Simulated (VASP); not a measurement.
Here is a VASP 6.6.1 calculation.

File INCAR:

```
SYSTEM = Be2ZnTe5
PREC = Accurate
ENCUT = 600
EDIFF = 1E-6
ISMEAR = 0
SIGMA = 0.2
LREAL = .FALSE.
LASPH = .TRUE.
NELM = 80
ALGO = Normal
ISIF = 3
LWAVE = .FALSE.
LCHARG = .FALSE.
GGA = PE
IBRION = 2
NSW = 36
EDIFFG = -0.08
```

Contents of KPOINTS:

```
Automatic mesh
0
G
  3 3 3
  0 0 0
```

File POSCAR:

```
Be2ZnTe5
1.0
   -3.8750000000      3.8750000000      3.2000000000
    3.8750000000     -3.8750000000      3.2000000000
    3.8750000000      3.8750000000     -3.2000000000
Be Zn Te
2 1 5
Direct
    0.7500000000      0.2500000000      0.5000000000
    0.2500000000      0.7500000000      0.5000000000
    0.5000000000      0.5000000000      0.0000000000
    0.3320000000      0.8100000000      0.1420000000
    0.6680000000      0.1900000000      0.8580000000
    0.8100000000      0.6680000000      0.4780000000
    0.1900000000      0.3320000000      0.5220000000
    0.0000000000      0.0000000000      0.0000000000
```

Potentials or basis: VASP PAW PBE potentials, release 64 (Be, Zn, Te).

Command:

```bash
$ cat potpaw_PBE.64/Be/POTCAR potpaw_PBE.64/Zn/POTCAR potpaw_PBE.64/Te/POTCAR > POTCAR
$ mpirun -np 1 vasp_std > vasp.out
```

(1) Estimate the relaxed volume.

(2) What does it give for the space group after relaxing (to 0.05 Å)?

(3) Estimate the band gap on the k mesh.

Results:

(1) 25.37 Å³/atom.

(2) I4/m (No. 87).

(3) 0.73 eV, indirect (least direct gap 0.86 eV).

Caveat: the k points lie up to 0.42 Å⁻¹ apart in the final cell; spin-orbit coupling is left out, which moves the levels of the heavy elements.
